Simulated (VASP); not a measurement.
A run of VASP 6.6.1 is set up as follows.

The input INCAR:

```
PREC = Accurate
ENCUT = 520
EDIFF = 1E-7
ISMEAR = -1
SIGMA = 0.05
LREAL = Auto
LASPH = T
NELM = 80
ALGO = Normal
ISIF = 2
LWAVE = F
LCHARG = F
GGA = PS
NELECT = 266.0
ISYM = 0
NBANDS = 170
```

KPOINTS

```
Automatic mesh
0
Gamma
  1 1 1
  0.25 0.25 0.25
```

The input POSCAR:

```
VSi63
1.0
   10.8655790000      0.0000000000      0.0000000000
    0.0000000000     10.8655790000      0.0000000000
    0.0000000000      0.0000000000     10.8655790000
Si V
63 1
Direct
    0.9999680000      0.0002370000      0.0002430000
    0.9991940000      0.9995700000      0.5007750000
    0.9992940000      0.5006570000      0.0001860000
    0.9991550000      0.4998240000      0.5001460000
    0.5002230000      0.9996930000      0.0000410000
    0.4995140000      0.9995170000      0.5000720000
    0.4995320000      0.4997670000      0.9997380000
    0.1253020000      0.1253790000      0.1254380000
    0.1241010000      0.1243120000      0.6251720000
    0.1242290000      0.6249570000      0.1249690000
    0.1244690000      0.6248450000      0.6250840000
    0.6249570000      0.1243330000      0.1248790000
    0.6248430000      0.1247440000      0.6250280000
    0.6247640000      0.6248910000      0.1248400000
    0.6252540000      0.6250700000      0.6254280000
    0.2499910000      0.2507260000      0.0004160000
    0.2486210000      0.2488450000      0.5008310000
    0.2500740000      0.7496870000      0.0005330000
    0.2487110000      0.7504770000      0.5006990000
    0.7497180000      0.2503300000      0.0005850000
    0.7497570000      0.2495790000      0.5004830000
    0.7495460000      0.7499320000      0.9999640000
    0.7498610000      0.7499640000      0.5011000000
    0.3753930000      0.3754640000      0.1258700000
    0.3728530000      0.3724830000      0.6281410000
    0.3753130000      0.8758800000      0.1250800000
    0.3752010000      0.8747070000      0.6258400000
    0.8759930000      0.3754280000      0.1251820000
    0.8746150000      0.3753080000      0.6258310000
    0.8751310000      0.8751110000      0.1255530000
    0.8749210000      0.8749580000      0.6251770000
    0.2500820000      0.0002450000      0.2505080000
    0.2501590000      0.0002530000      0.7500740000
    0.2488790000      0.5006400000      0.2493660000
    0.2490430000      0.5005490000      0.7503230000
    0.7499300000      0.0001950000      0.2507180000
    0.7495470000      0.9996800000      0.7499560000
    0.7500440000      0.5002470000      0.2492130000
    0.7501100000      0.5009870000      0.7503890000
    0.3752630000      0.1254730000      0.3757180000
    0.3753050000      0.1248840000      0.8764110000
    0.3728540000      0.6279710000      0.3733140000
    0.3751000000      0.6254210000      0.8751040000
    0.8758090000      0.1250800000      0.3760660000
    0.8747980000      0.1253470000      0.8752700000
    0.8744210000      0.6252080000      0.3756120000
    0.8750640000      0.6250180000      0.8754460000
    0.0003980000      0.2502530000      0.2506460000
    0.0000330000      0.2502990000      0.7501180000
    0.9999020000      0.7497470000      0.2507750000
    0.9998020000      0.7497700000      0.7499320000
    0.5006270000      0.2489680000      0.2493840000
    0.5006560000      0.2489360000      0.7507500000
    0.5004230000      0.7503280000      0.2493720000
    0.5007030000      0.7497540000      0.7502420000
    0.1252560000      0.3756580000      0.3759220000
    0.1243050000      0.3760550000      0.8761450000
    0.1243700000      0.8762190000      0.3759130000
    0.1252000000      0.8751110000      0.8754230000
    0.6267820000      0.3738470000      0.3736070000
    0.6254220000      0.3755220000      0.8751930000
    0.6252910000      0.8749340000      0.3757910000
    0.6244220000      0.8751870000      0.8753440000
    0.4968110000      0.4980010000      0.4984460000
```

Potentials or basis: VASP PAW PBE potentials, release 64 (Si, V_sv).

The run is started by

```console
$ cat potpaw_PBE.64/Si/POTCAR potpaw_PBE.64/V_sv/POTCAR > POTCAR
$ mpirun -np 1 vasp_std > vasp.out
```

Q: What does it give for the largest force?

A: 0.181 eV/Å.

Forces in eV/Å, atoms in the order of the input:
```
Si   0.010  0.013  0.023
Si   0.028  0.044 -0.005
Si   0.034 -0.014  0.020
Si   0.023  0.021  0.031
Si  -0.017  0.027  0.032
Si   0.026  0.024  0.041
Si   0.029  0.032  0.030
Si  -0.032 -0.026 -0.030
Si  -0.045 -0.047  0.000
Si  -0.043 -0.007 -0.052
Si  -0.026 -0.021 -0.040
Si  -0.012 -0.040 -0.051
Si  -0.030 -0.044 -0.035
Si  -0.027 -0.027 -0.038
Si  -0.074 -0.068 -0.065
Si   0.045  0.041  0.016
Si   0.079  0.075 -0.009
Si   0.034  0.047  0.023
Si   0.043  0.083 -0.025
Si   0.038  0.034  0.019
Si   0.090  0.031 -0.011
Si   0.032  0.036  0.032
Si   0.014  0.020 -0.024
Si  -0.041 -0.041 -0.018
Si  -0.051 -0.045 -0.021
Si   0.008 -0.054 -0.023
Si  -0.036 -0.029 -0.049
Si  -0.061 -0.006 -0.023
Si  -0.039 -0.035 -0.051
Si  -0.040 -0.027 -0.033
Si  -0.001  0.002 -0.003
Si   0.045  0.021  0.050
Si   0.043  0.021  0.051
Si   0.078 -0.014  0.076
Si   0.029 -0.041  0.093
Si   0.038  0.020  0.042
Si   0.027  0.034  0.035
Si   0.076 -0.017  0.039
Si   0.009 -0.030  0.023
Si  -0.039 -0.019 -0.043
Si   0.003 -0.018 -0.060
Si  -0.059 -0.022 -0.052
Si  -0.031 -0.048 -0.037
Si  -0.062 -0.024 -0.015
Si  -0.022 -0.035 -0.024
Si  -0.030 -0.028 -0.039
Si  -0.003  0.009 -0.001
Si   0.009  0.043  0.050
Si   0.019  0.042  0.043
Si   0.023  0.046  0.038
Si   0.020  0.030  0.051
Si  -0.024  0.074  0.068
Si  -0.042  0.037  0.089
Si  -0.021  0.088  0.032
Si  -0.018  0.028  0.021
Si  -0.010 -0.042 -0.045
Si  -0.007 -0.015 -0.051
Si  -0.018 -0.067 -0.015
Si  -0.027 -0.025 -0.038
Si  -0.001 -0.067 -0.062
Si  -0.040 -0.041 -0.038
Si  -0.035 -0.037 -0.050
Si   0.010 -0.003 -0.001
V    0.102  0.102  0.110
```

Caveat: the cell carries a net charge on a neutralising background, which shifts energy and pressure; the PAW data sets were made with another functional, which shifts forces and pressure a little.
